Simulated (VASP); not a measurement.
# CuI (F-43m) in VASP: further runs, part 2 of 2

VASP 6.6.1. Earlier steps stand in the parts before.

**3. Relaxation of cell and atoms, PBEsol**

The input, INCAR:

```
PREC     = Accurate       # precision mode
ENCUT    = 600            # plane-wave cutoff, eV
EDIFF    = 1E-6           # SCF threshold, eV
ISMEAR   = -1             # smearing method
SIGMA    = 0.05           # smearing width, eV
LREAL    = F              # projectors in reciprocal space
LASPH    = T              # aspherical terms in the spheres
NELM     = 100            # most SCF steps
ALGO     = Normal         # electronic algorithm
ISIF     = 3              # what is computed and relaxed
LWAVE    = F              # write WAVECAR
LCHARG   = F              # write CHGCAR
GGA      = PS             # functional
IBRION   = 2              # ionic algorithm
NSW      = 60             # ionic steps
EDIFFG   = -0.01          # ionic threshold
```

The input, KPOINTS:

```
Automatic mesh
0
Gamma
  8 8 8
```

The input, POSCAR:

```
CuI
1.0
    0.0000000000      3.0315000000      3.0315000000
    3.0315000000      0.0000000000      3.0315000000
    3.0315000000      3.0315000000      0.0000000000
I Cu
1 1
Direct
    0.0000000000      0.0000000000      0.0000000000
    0.7500000000      0.7500000000      0.7500000000
```

Potentials or basis: VASP PAW PBE potentials, release 64 (I, Cu).

Command:

```bash
$ cat potpaw_PBE.64/I/POTCAR potpaw_PBE.64/Cu/POTCAR > POTCAR
$ mpirun -np 1 vasp_std > vasp.out
```

OUTCAR:

```text
PREC = Accurate
   ENCUT = 600
   EDIFF = 1E-6
   ISMEAR = -1
   LREAL = F
   LASPH = T
   NELM = 100
   ISIF = 3
   GGA = PS
   IBRION = 2
   NSW = 60
   EDIFFG = -0.01

 ion  position               nearest neighbor table
   1  0.000  0.000  0.000-   2 2.63   2 2.63   2 2.63   2 2.63
   2  0.750  0.750  0.750-   1 2.63   1 2.63   1 2.63   1 2.63

  LATTYP: Found a face centered cubic cell.
 ALAT       =     6.0630000000

  Lattice vectors:

 A1 = (   0.0000000000,   3.0315000000,   3.0315000000)
 A2 = (   3.0315000000,   0.0000000000,   3.0315000000)
 A3 = (   3.0315000000,   3.0315000000,   0.0000000000)

Analysis of symmetry for initial positions (statically):
=====================================================================
 Subroutine PRICEL returns:
 Original cell was already a primitive cell.

 Routine SETGRP: Setting up the symmetry group for a
 face centered cubic supercell.

 Subroutine GETGRP returns: Found 24 space group operations
 (whereof 24 operations were pure point group operations)
 out of a pool of 48 trial point group operations.

The static configuration has the point symmetry T_d .

Analysis of symmetry for dynamics (positions and initial velocities):
=====================================================================
 Subroutine PRICEL returns:
 Original cell was already a primitive cell.

 Routine SETGRP: Setting up the symmetry group for a
 face centered cubic supercell.

 Subroutine GETGRP returns: Found 24 space group operations
 (whereof 24 operations were pure point group operations)
[... 336 lines left out ...]
  ---------------------------------------------------
  free energy    TOTEN  =        -6.32108720 eV

  energy without entropy =       -6.32108712  energy(sigma->0) =       -6.32108716

 E-fermi :   5.5523     XC(G=0):  -9.4072

 val. band max:        4.9232290021   @ k =   0.0000   0.0000   0.0000
 cond. band min:       6.1078224929   @ k =   0.0000   0.0000   0.0000
 fundamental gap:      1.1845934909
 Fermi energy:         5.5522747529

 k-point     1 :       0.0000    0.0000    0.0000
  band No.  band energies     occupation
      1      -9.4205      2.00000
      2       1.0063      2.00000
      3       1.0063      2.00000
      4       1.0063      2.00000
      5       2.7984      2.00000
      6       2.7984      2.00000
      7       4.9232      1.99999
      8       4.9232      1.99999
      9       4.9232      1.99999
     10       6.1078      0.00003
     11       9.6877      0.00000
     12       9.6877      0.00000
     13       9.6877      0.00000
[... 354 lines left out ...]
  band No.  band energies     occupation
      1      -8.6671      2.00000
      2      -0.7613      2.00000
      3       0.4486      2.00000
      4       1.0022      2.00000
      5       2.7239      2.00000
      6       2.8091      2.00000
      7       2.9356      2.00000
      8       3.4207      2.00000
      9       3.7636      2.00000
     10       8.4877      0.00000
     11       9.4368      0.00000
     12      11.1766      0.00000
     13      12.3799      0.00000

 [... further k-points ...]

------------------------ aborting loop because EDIFF is reached ----------------------------------------

  FORCE on cell =-STRESS in cart. coord.  units (eV):
  Direction    XX          YY          ZZ          XY          YZ          ZX
  --------------------------------------------------------------------------------------
  -------------------------------------------------------------------------------------
  Total       -0.0073794     -0.0073794     -0.0073794      0.0000000     -0.0000000     -0.0000000
  in kB       -0.2247752     -0.2247752     -0.2247752      0.0000000     -0.0000000     -0.0000000
  external PRESSURE =      -0.2247752 kB  Pullay stress =       0.0000000 kB
[... 17 lines left out ...]
  FREE ENERGIE OF THE ION-ELECTRON SYSTEM (eV)
  ---------------------------------------------------
  free  energy   TOTEN  =        -6.3210871994 eV

  energy  without entropy=       -6.3210871216  energy(sigma->0) =       -6.32108716

 reached required accuracy - stopping structural energy minimisation
```

CONTCAR:

```text
CuI
   1.00000000000000
     0.0000000000000000    2.9738410599815408    2.9738410599815408
     2.9738410599815408    0.0000000000000000    2.9738410599815408
     2.9738410599815408    2.9738410599815408    0.0000000000000000
  I               Cu
     1     1
Direct
     0.0000000000000000    0.0000000000000000    0.0000000000000000
     0.7500000000000000    0.7500000000000000    0.7500000000000000

  0.00000000E+00  0.00000000E+00  0.00000000E+00
  0.00000000E+00  0.00000000E+00  0.00000000E+00
```

Run time: 67 s. Hardware: 1 thread of Intel Xeon Platinum 8488C (Sapphire Rapids), shared host; peak memory 0.22 GiB.

Results:

```yaml
Free_energy: -6.3211 eV
Relaxed_volume: 26.30 Å³/atom
Relaxed_cell: a = 4.206 Å, b = 4.206 Å, c = 4.206 Å, α = 60.00°, β = 60.00°, γ = 60.00°
Space_group_after_relaxing_to_0.1_Å: F-43m (No. 216)
Energy_gained_by_relaxing: 13.3 meV/atom
Ionic_steps: 6
Pressure_after_relaxing: 0.0 GPa
Band_gap_on_the_k_mesh: 1.18 eV
```

The path:
| step | energy change (eV) | largest force (eV/Å) | pressure (GPa) | volume (Å³) |
| --- | --- | --- | --- | --- |
| 1 | 0.0000 | 0.0000 | -2.16 | 55.72 |
| 2 | -0.0264 | 0.0000 | -0.15 | 52.75 |
| 3 | -0.0265 | 0.0000 | -0.12 | 52.63 |
| 4 | -0.0265 | 0.0000 | -0.12 | 52.62 |
| 5 | -0.0266 | 0.0000 | -0.09 | 52.60 |
| 6 | -0.0266 | 0.0000 | -0.02 | 52.60 |

Final structure:
```xyz
2
Lattice="0.0000 2.9738 2.9738 2.9738 0.0000 2.9738 2.9738 2.9738 0.0000" Properties=species:S:1:pos:R:3 pbc="T T T"
I     0.0000    0.0000    0.0000
Cu    4.4608    4.4608    4.4608
```

Levels at points of the mesh, in eV from the valence-band top:
```csv
k point,band 7,band 8,band 9,band 10,band 11,band 12
"(0.00, 0.00, 0.00)",0.00,0.00,0.00,1.18,4.76,4.76
"(0.50, 0.00, 0.00)",-2.05,-0.81,-0.81,2.13,5.32,5.32
"(0.50, 0.50, 0.00)",-2.03,-1.73,-1.73,2.49,2.81,9.49
```

Caveat: the PAW data sets were made with another functional, which shifts forces and pressure a little; spin-orbit coupling is left out, which moves the levels of the heavy elements.

**4. Single point, PBE, non-collinear spin, zero start, spin-orbit coupling**

The input, INCAR:

```
SYSTEM = CuI
PREC = Accurate
ENCUT = 520
EDIFF = 1E-6
ISMEAR = -1
SIGMA = 0.05
LREAL = .False.
LASPH = .True.
NELM = 150
ALGO = Normal
ISIF = 2
LWAVE = .False.
LCHARG = .False.
LNONCOLLINEAR = .True.
MAGMOM = 0 0 0 0 0 0
LORBIT = 11
LSORBIT = .True.
GGA_COMPAT = .False.
LORBMOM = .True.
LMAXMIX = 4
GGA = PE
NBANDS = 30
```

The input, KPOINTS:

```
regular mesh
0
Gamma
  6 6 6
  0 0 0
```

POSCAR is that of step 3.

Command:

```bash
$ cat potpaw_PBE.64/I/POTCAR potpaw_PBE.64/Cu/POTCAR > POTCAR
$ mpirun -np 1 vasp_ncl > vasp.out
```

It took 61 s on 1 thread of Intel Xeon Platinum 8488C (Sapphire Rapids), shared host; peak memory 0.33 GiB.

The run converged. Its results:

```
Free energy                                           : -5.6901 eV
Pressure                                              : 0.7 GPa
Net moment                                            : 0.00 μB per cell
Valence electrons inside the program's atomic spheres : I 4.31; Cu 9.92
```

Moments on the atoms (μB; x, y, z):
```
I   0.00 0.00 0.00
Cu  0.00 0.00 0.00
```

**5. Overview**

```csv
task,level,potentials or basis,spin,cell,k mesh,cutoff (eV),gap on the mesh (eV),pressure (GPa),relaxed volume (Å³/atom)
relaxation of cell and atoms,LDA,"VASP PAW LDA potentials, release 64 (I, Cu)",off,relaxed,8 × 8 × 8,600,1.28,-0.1,25.26
relaxation of cell and atoms,PBEsol,"VASP PAW PBE potentials, release 64 (I, Cu)",off,relaxed,8 × 8 × 8,600,1.18,0.0,26.30
single point,PBE,"VASP PAW PBE potentials, release 64 (I, Cu)","non-collinear, zero start, SOC",as given,6 × 6 × 6,520,-,0.7,-
```

Alike in all rows: smearing fermi-dirac 0.05 eV.

Caveats: spin-orbit coupling is left out, which moves the levels of the heavy elements (at least some runs); the PAW data sets were made with another functional, which shifts forces and pressure a little (at least some runs).

Total energies depend on the potentials used, so only differences within one code and one set of settings carry meaning.
